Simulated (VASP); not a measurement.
# BAs (I-4m2) in VASP: a series of runs, part 2 of 2

VASP 6.6.1.

### 4 Single point, LDA (equal xx and yy strain of -1 %)

Contents of INCAR:

```
PREC = Accurate
ENCUT = 520
EDIFF = 1E-7
ISMEAR = -1
SIGMA = 0.03
LREAL = False
LASPH = True
NELM = 60
ALGO = Normal
ISIF = 2
LWAVE = False
LCHARG = False
NBANDS = 11
```

Contents of KPOINTS:

```
regular mesh
0
Gamma
  15 15 15
```

Contents of POSCAR:

```
BAs
1.0
    0.0000000000      2.3646150000      2.3885000000
    2.3646150000      0.0000000000      2.3885000000
    2.3646150000      2.3646150000      0.0000000000
B As
1 1
Direct
    0.0000000000      0.0000000000      0.0000000000
    0.7500000000      0.7500000000      0.7500000000
```

Potentials or basis: VASP PAW LDA potentials, release 64 (B, As).

Launch:

```sh
$ cat potpaw_LDA.64/B/POTCAR potpaw_LDA.64/As/POTCAR > POTCAR
$ mpirun -np 1 vasp_std > vasp.out
```

OUTCAR:

```text
PREC = Accurate
   ENCUT = 520
   EDIFF = 1E-7
   ISMEAR = -1
   LREAL = False
   LASPH = True
   NELM = 60
   ISIF = 2

 ion  position               nearest neighbor table
   1  0.000  0.000  0.000-   2 2.05   2 2.05   2 2.05   2 2.05
   2  0.750  0.750  0.750-   1 2.05   1 2.05   1 2.05   1 2.05

  LATTYP: Found a body centered tetragonal cell.
 ALAT       =     3.3440706028
 C/A-ratio  =     1.4284985479

  Lattice vectors:

 A1 = (  -2.3646150000,   0.0000000000,   2.3885000000)
 A2 = (   2.3646150000,   0.0000000000,   2.3885000000)
 A3 = (   0.0000000000,   2.3646150000,  -2.3885000000)

Analysis of symmetry for initial positions (statically):
=====================================================================
 Subroutine PRICEL returns:
 Original cell was already a primitive cell.

 Routine SETGRP: Setting up the symmetry group for a
 body centered tetragonal supercell.

 Subroutine GETGRP returns: Found  8 space group operations
 (whereof  8 operations were pure point group operations)
 out of a pool of 16 trial point group operations.

The static configuration has the point symmetry D_2d.

Analysis of symmetry for dynamics (positions and initial velocities):
[... 165 lines left out ...]

 k-point     1 :       0.0000    0.0000    0.0000
  band No.  band energies     occupation
      1      -9.1746      2.00000
      2       6.3191      2.00000
      3       6.4186      2.00000
      4       6.4186      2.00000
      5       9.6402      0.00000
      6       9.6402      0.00000
      7       9.7044      0.00000
      8      11.3349      0.00000
      9      15.8444      0.00000
     10      19.3557      0.00000
     11      19.6434      0.00000
[... 309 lines left out ...]
 k-point    24 :       0.2000    0.1333    0.0000
  band No.  band energies     occupation
      1      -8.5195      2.00000
      2       3.5495      2.00000
      3       4.6957      2.00000
      4       4.8828      2.00000
      5       8.9248      0.00000
      6      11.5663      0.00000
      7      11.9965      0.00000
      8      12.5496      0.00000
      9      16.1436      0.00000
     10      18.1451      0.00000
     11      19.8109      0.00000

 [... further k-points ...]
[... 5 lines left out ...]
  --------------------------------------------------------------------------------------
  -------------------------------------------------------------------------------------
  Total        0.0761099      0.0761099     -0.2832073      0.0000000      0.0000000      0.0000000
  in kB        4.5653677      4.5653677    -16.9878693      0.0000000      0.0000000      0.0000000
  external PRESSURE =      -2.6190446 kB  Pullay stress =       0.0000000 kB

 VOLUME and BASIS-vectors are now :
 -----------------------------------------------------------------------------
  energy-cutoff  :      520.00
  volume of cell :       26.71
      direct lattice vectors                 reciprocal lattice vectors
     0.000000000  2.364615000  2.388500000    -0.211450913  0.211450913  0.209336404
     2.364615000  0.000000000  2.388500000     0.211450913 -0.211450913  0.209336404
     2.364615000  2.364615000  0.000000000     0.211450913  0.211450913 -0.209336404

 POSITION                                       TOTAL-FORCE (eV/Angst)
 -----------------------------------------------------------------------------------
      0.00000      0.00000      0.00000        -0.000000     -0.000000     -0.000000
      3.54692      3.54692      3.58275         0.000000      0.000000      0.000000
 -----------------------------------------------------------------------------------
    total drift:                                0.000000      0.000000      0.000000

  FREE ENERGIE OF THE ION-ELECTRON SYSTEM (eV)
  ---------------------------------------------------
  free  energy   TOTEN  =       -12.9256817246 eV

  energy  without entropy=      -12.9256817245  energy(sigma->0) =      -12.92568172
```

OSZICAR:

```text
N       E                     dE             d eps       ncg     rms          rms(c)
DAV:   1     0.110403183129E+02    0.11040E+02   -0.38175E+03  6336   0.642E+02
DAV:   2    -0.129361904320E+02   -0.23977E+02   -0.22779E+02  8411   0.105E+02
DAV:   3    -0.136891468275E+02   -0.75296E+00   -0.75092E+00  7838   0.172E+01
DAV:   4    -0.136913396334E+02   -0.21928E-02   -0.21927E-02  7050   0.105E+00
DAV:   5    -0.136913430044E+02   -0.33710E-05   -0.33709E-05  7637   0.441E-02    0.516E+00
DAV:   6    -0.130238249584E+02    0.66752E+00   -0.17545E+00  6798   0.537E+00    0.243E+00
DAV:   7    -0.129390898251E+02    0.84735E-01   -0.20793E-01  7525   0.227E+00    0.904E-01
DAV:   8    -0.129256489653E+02    0.13441E-01   -0.23739E-02  7287   0.815E-01    0.100E-01
DAV:   9    -0.129256749925E+02   -0.26027E-04   -0.77133E-04  7206   0.171E-01    0.590E-02
DAV:  10    -0.129256803709E+02   -0.53784E-05   -0.76552E-05  6780   0.496E-02    0.129E-02
DAV:  11    -0.129256818667E+02   -0.14958E-05   -0.19440E-06  7673   0.866E-03    0.125E-02
DAV:  12    -0.129256817241E+02    0.14265E-06   -0.81276E-07  6966   0.376E-03    0.345E-03
DAV:  13    -0.129256817246E+02   -0.48226E-09   -0.31446E-08  3459   0.119E-03
   1 F= -.12925682E+02 E0= -.12925682E+02  d E =-.745480E-10
```

It took 1.7 min on 1 thread of Intel Xeon 6975P-C, shared host; peak memory 0.21 GiB.

Results:

| Quantity | Value |
| --- | --- |
| Free energy | -12.9257 eV |
| Pressure | -0.3 GPa |
| Band gap on the k mesh | 1.03 eV, indirect (least direct gap 3.22 eV) |

Caveat: the cell differs from its parent crystal (equal xx and yy strain of -1 %). A k mesh can miss the band edges.

### 5 Single point, LDA (zz strain of -2 %)

Contents of INCAR:

```
SYSTEM = BAs
ALGO     = Normal         ! electronic algorithm
EDIFF    = 1E-6           ! SCF threshold, eV
ENCUT    = 520            ! plane-wave cutoff, eV
GGA      = CA             ! functional
ISIF     = 2              ! what is computed and relaxed
ISMEAR   = -1             ! smearing method
LASPH    = .True.         ! aspherical terms in the spheres
LCHARG   = .False.        ! write CHGCAR
LREAL    = .False.        ! projectors in reciprocal space
LWAVE    = .False.        ! write WAVECAR
NBANDS   = 11             ! bands
NELM     = 60             ! most SCF steps
PREC     = Accurate       ! precision mode
SIGMA    = 0.03           ! smearing width, eV
```

Contents of KPOINTS:

```
k-points
0
Gamma
  15 15 15
  0 0 0
```

Contents of POSCAR:

```
BAs
1.0
    0.0000000000      2.3885000000      2.3407300000
    2.3885000000      0.0000000000      2.3407300000
    2.3885000000      2.3885000000      0.0000000000
B As
1 1
Direct
    0.0000000000      0.0000000000      0.0000000000
    0.7500000000      0.7500000000      0.7500000000
```

Launch:

```sh
$ cat potpaw_LDA.64/B/POTCAR potpaw_LDA.64/As/POTCAR > POTCAR
$ mpirun -np 1 vasp_std > vasp.out
```

Run time: 100 s. Hardware: 1 thread of Intel Xeon 6975P-C, shared host; peak memory 0.21 GiB.

It converged, with:

```
Free energy            : -12.9222 eV
Pressure               : -0.3 GPa
Band gap on the k mesh : 0.80 eV, indirect (least direct gap 3.06 eV)
```

Stress tensor (GPa, compression positive):
```
-1.63  0.00  0.00
 0.00 -1.63  0.00
 0.00  0.00  2.51
```

Levels at points of the mesh, in eV from the valence-band top:
```
           k point  band 1  band 2  band 3  band 4  band 5  band 6  band 7  band 8
(0.00, 0.00, 0.00)  -15.69   -0.19   -0.19    0.00    3.06    3.19    3.19    4.82
```

Caveat: the cell differs from its parent crystal (zz strain of -2 %). A k mesh can miss the band edges.

### 6 Single point, LDA (zz strain of +1 %)

Contents of INCAR:

```
SYSTEM = BAs
PREC = Accurate
ENCUT = 520
EDIFF = 1E-6
ISMEAR = -1
SIGMA = 0.03
LREAL = .FALSE.
LASPH = .TRUE.
NELM = 60
ALGO = Normal
ISIF = 2
LWAVE = .FALSE.
LCHARG = .FALSE.
GGA = CA
NBANDS = 11
```

Contents of KPOINTS:

```
Automatic mesh
0
G
  15 15 15
  0 0 0
```

Contents of POSCAR:

```
BAs
1.0
    0.0000000000      2.3885000000      2.4123850000
    2.3885000000      0.0000000000      2.4123850000
    2.3885000000      2.3885000000      0.0000000000
B As
1 1
Direct
    0.0000000000      0.0000000000      0.0000000000
    0.7500000000      0.7500000000      0.7500000000
```

Potentials or basis: VASP PAW LDA potentials, release 64 (B, As).

Launch:

```sh
$ cat potpaw_LDA.64/B/POTCAR potpaw_LDA.64/As/POTCAR > POTCAR
$ mpirun -np 1 vasp_std > vasp.out
```

It took 97 s on 1 thread of Intel Xeon 6975P-C, shared host; peak memory 0.22 GiB.

Results (log left out):

| Quantity | Value |
| --- | --- |
| Free energy | -12.9138 eV |
| Pressure | -4.4 GPa |
| Band gap on the k mesh | 1.06 eV, indirect (least direct gap 3.18 eV) |

Stress tensor (GPa, compression positive):
```
-3.71  0.00  0.00
 0.00 -3.71  0.00
 0.00  0.00 -5.78
```

Levels at points of the mesh, in eV from the valence-band top:
| k point | band 1 | band 2 | band 3 | band 4 | band 5 | band 6 | band 7 | band 8 | band 9 |
| --- | --- | --- | --- | --- | --- | --- | --- | --- | --- |
| (0.00, 0.00, 0.00) | -15.32 | -0.10 | 0.00 | 0.00 | 3.18 | 3.18 | 3.25 | 4.53 | 9.28 |

Caveat: the cell differs from its parent crystal (zz strain of +1 %).

### 7 Summary

```csv
cell,gap on the mesh (eV),pressure (GPa)
"a = 3.328, b = 3.328, c = 3.277 Å, angles 60.5, 60.5, 59.0°, 2 atoms",0.83,6.2
"a = 3.344, b = 3.344, c = 3.310 Å, angles 60.3, 60.3, 59.3°, 2 atoms",0.93,2.8
"a = 3.361, b = 3.361, c = 3.344 Å, angles 60.2, 60.2, 59.7°, 2 atoms",1.03,-0.3
"a = 3.344, b = 3.344, c = 3.378 Å, angles 59.7, 59.7, 60.7°, 2 atoms",0.80,-0.3
"a = 3.395, b = 3.395, c = 3.378 Å, angles 60.2, 60.2, 59.7°, 2 atoms",1.06,-4.4
```

Alike in all rows: task single point; level LDA; potentials or basis VASP PAW LDA potentials, release 64 (B, As); no spin polarisation; k mesh 15 × 15 × 15; cutoff (eV) 520; smearing fermi-dirac 0.03 eV.

Absolute energies hang on the potentials; compare differences alone.
